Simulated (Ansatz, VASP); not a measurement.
**MgO in VASP and in Ansatz**

```xyz
4
Lattice="3.5530 0.0000 0.0000 -1.7765 3.0770 0.0000 0.0000 0.0000 4.4044" Properties=species:S:1:pos:R:3 pbc="T T T"
Mg    1.7765    1.0257    3.3033
Mg    0.0000    2.0513    1.1011
O     1.7765    1.0257    1.1011
O     0.0000    2.0513    3.3033
```

Alike in both runs: task single point; functional PBEsol; k mesh 9 × 9 × 6; occupations gaussian, width 0.05 eV; no spin polarisation.

|  | VASP | Ansatz |
| --- | --- | --- |
| version | VASP 6.6.1 | Ansatz 0.2.0 |
| potentials or method | VASP PAW PBE potentials, release 64 (Mg, O), cutoff 520 eV | scalar-relativistic, plane waves, PAW |
| valence electrons in the cell | 16 | 32 |

```csv
,VASP,Ansatz,Ansatz less VASP
gap on the k mesh at the Fermi level (eV),2.82,2.83,+0.011
least direct gap on the mesh (eV),2.82,2.83,+0.011
pressure (GPa),-9.4,-8.9,+0.48
"traceless stress, the component that is largest in VASP (GPa)",-2.50,-2.45,+0.047
```

VASP's potentials were made for PBE, not for PBEsol, and Ansatz warns of the same on its side. With one functional, cell and mesh, what is left measures potentials, basis and numerics. VASP's potentials hold 16 valence electrons a cell and Ansatz's 32, so a difference there can come from the potentials and not from the codes.
